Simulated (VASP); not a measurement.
Input of a VASP 6.6.1 run:

INCAR

```
PREC = Accurate ; ENCUT = 520
EDIFF = 1E-6 ; ISMEAR = 0
SIGMA = 0.05 ; LREAL = False
LASPH = True ; NELM = 80
ALGO = Normal ; ISIF = 2
LWAVE = False ; LCHARG = False
GGA = PE ; NBANDS = 16
```

File KPOINTS:

```
Automatic mesh
0
Gamma
  6 6 4
```

The input POSCAR:

```
MgS
1.0
    4.0346224068      0.0000000000      0.0000000000
   -2.0173112034      3.4940854990      0.0000000000
    0.0000000000      0.0000000000      6.4322941800
Mg S
2 2
Direct
    0.6666666667      0.3333333333      0.4957548500
    0.3333333333      0.6666666667      0.9957548500
    0.3333333333      0.6666666667      0.3792441500
    0.6666666667      0.3333333333      0.8792441500
```

Potentials or basis: VASP PAW PBE potentials, release 64 (Mg, S).

Run with:

```sh
$ cat potpaw_PBE.64/Mg/POTCAR potpaw_PBE.64/S/POTCAR > POTCAR
$ mpirun -np 1 vasp_std > vasp.out
```

Predict the band gap on the k mesh.

3.43 eV, direct.

What does it give for the largest force?

0.048 eV/Å.

Predict the pressure.

0.9 GPa.

Forces in eV/Å, atoms in the order of the input:
```
Mg   0.000  0.000  0.048
Mg   0.000  0.000  0.048
S    0.000  0.000 -0.048
S    0.000  0.000 -0.048
```
